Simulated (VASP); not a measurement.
A run of VASP 6.6.1 is set up as follows.

Contents of INCAR:

```
SYSTEM = LiF
ALGO = Normal ; EDIFF = 1E-6
ENCUT = 520 ; GGA = PE
ISIF = 2 ; ISMEAR = -1
LASPH = .TRUE. ; LCHARG = .FALSE.
LREAL = .FALSE. ; LWAVE = .FALSE.
NBANDS = 12 ; NELM = 80
PREC = Accurate ; SIGMA = 0.02
```

The input KPOINTS:

```
k-points
0
G
  10 10 10
  0 0 0
```

The input POSCAR:

```
LiF
1.0
    0.0000000000      2.0616999439      2.0616999439
    2.0616999439      0.0000000000      2.0616999439
    2.0616999439      2.0616999439      0.0000000000
Li F
1 1
Direct
    0.0000000000      0.0000000000      0.0000000000
    0.5000000000      0.5000000000      0.5000000000
```

Potentials or basis: VASP PAW PBE potentials, release 64 (Li_sv, F).

The run is started by

```bash
$ cat potpaw_PBE.64/Li_sv/POTCAR potpaw_PBE.64/F/POTCAR > POTCAR
$ mpirun -np 1 vasp_std > vasp.out
```

(1) Predict the band gap on the k mesh.

Answers

(1) 8.49 eV, direct.

Caveat: the cell differs from its parent crystal (strain +3.4%).
